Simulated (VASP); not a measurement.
Here is a VASP 6.6.1 calculation.

The input INCAR:

```
  PREC = Accurate
  ENCUT = 520
  EDIFF = 1E-7
  ISMEAR = -1
  SIGMA = 0.05
  LREAL = F
  LASPH = T
  NELM = 60
  ALGO = Normal
  ISIF = 2
  LWAVE = F
  LCHARG = F
  GGA = CA
  NBANDS = 28
```

Contents of KPOINTS:

```
regular mesh
0
Gamma
  7 7 7
```

POSCAR

```
BaTiO3
1.0
    3.9791132838      0.0000000000      0.0000000000
    0.0000000000      3.9791132838      0.0000000000
    0.0000000000      0.0000000000      3.9791132838
Ba Ti O
1 1 3
Direct
    0.5000000000      0.5000000000      0.5000000000
    0.0000000000      0.0000000000      0.0000000000
    0.0000000000      0.0000000000      0.5000000000
    0.0000000000      0.5000000000      0.0000000000
    0.5000000000      0.0000000000      0.0000000000
```

Potentials or basis: VASP PAW LDA potentials, release 64 (Ba_sv, Ti_sv, O).

Launch:

```sh
$ cat potpaw_LDA.64/Ba_sv/POTCAR potpaw_LDA.64/Ti_sv/POTCAR potpaw_LDA.64/O/POTCAR > POTCAR
$ mpirun -np 1 vasp_std > vasp.out
```

Estimate the pressure.

-3.9 GPa.

Estimate the band gap on the k mesh.

1.75 eV (least direct gap 1.81 eV).

Caveat: the cell stands under tension; spin-orbit coupling is left out, which moves the levels of the heavy elements; an odd mesh through Γ misses points on the zone boundary, where band edges can lie.
